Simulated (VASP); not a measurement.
Here is a VASP 6.6.1 calculation.

File INCAR:

```
  ALGO = Normal
  EDIFF = 1E-7
  ENCUT = 520
  GGA = PE
  ISIF = 2
  ISMEAR = 0
  LASPH = True
  LCHARG = False
  LREAL = False
  LWAVE = False
  NBANDS = 12
  NELM = 60
  PREC = Accurate
  SIGMA = 0.1
```

The input KPOINTS:

```
k-points
0
Gamma
  16 16 16
```

File POSCAR:

```
Ti
1.0
    0.0000000000      2.0760810000      2.1065310000
    2.1065310000      0.0000000000      2.1065310000
    2.1065310000      2.0760810000      0.0000000000
Ti
1
Direct
    0.0000000000      0.0000000000      0.0000000000
```

Potentials or basis: VASP PAW PBE potentials, release 64 (Ti_sv).

Command:

```bash
$ cat potpaw_PBE.64/Ti_sv/POTCAR > POTCAR
$ mpirun -np 1 vasp_std > vasp.out
```

Q: Estimate the pressure.

A: -5.8 GPa.

Q: What does it give for the band gap on the k mesh?

A: Zero (band 6 reaches 8.41 eV, above the bottom of band 7 at 7.22 eV).

Stress tensor (GPa, compression positive):
```
-5.98  0.00  0.00
 0.00 -5.48  0.00
 0.00  0.00 -5.98
```

Caveat: the cell differs from its parent crystal (strained).
